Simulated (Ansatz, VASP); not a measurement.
# Al in VASP and in Ansatz

```
CELL_PARAMETERS angstrom
2.83765 0.00000 0.00000
-1.41882 2.45748 0.00000
0.00000 0.00000 9.31303
ATOMIC_POSITIONS crystal
Al 0.00000 0.00000 0.00000
Al 0.33333 0.66667 0.25000
Al 0.00000 0.00000 0.50000
Al 0.66667 0.33333 0.75000
```

Alike in both runs: task single point; functional PBEsol; dispersion D3(BJ); k mesh 18 × 18 × 6; occupations gaussian, width 0.15 eV; no spin polarisation.

```csv
,VASP,Ansatz
version,VASP 6.6.1,Ansatz 0.2.0
potentials or method,"VASP PAW PBE potentials, release 64 (Al), cutoff 520 eV","scalar-relativistic, plane waves, PAW"
valence electrons in the cell,12,12
```

Ansatz gave:

* gap on the k mesh at the Fermi level (eV): none
* pressure (GPa): -3.3
* traceless stress, the component that is largest in VASP (GPa): 0.09

Q: Estimate VASP's values.

A: gap on the k mesh at the Fermi level (eV): none; pressure (GPa): -3.2; traceless stress, the component that is largest in VASP (GPa): 0.09.

VASP's potentials were made for PBE, not for PBEsol, and Ansatz warns of the same on its side. A gap of «none» marks a metal or a gap that the smearing closes.
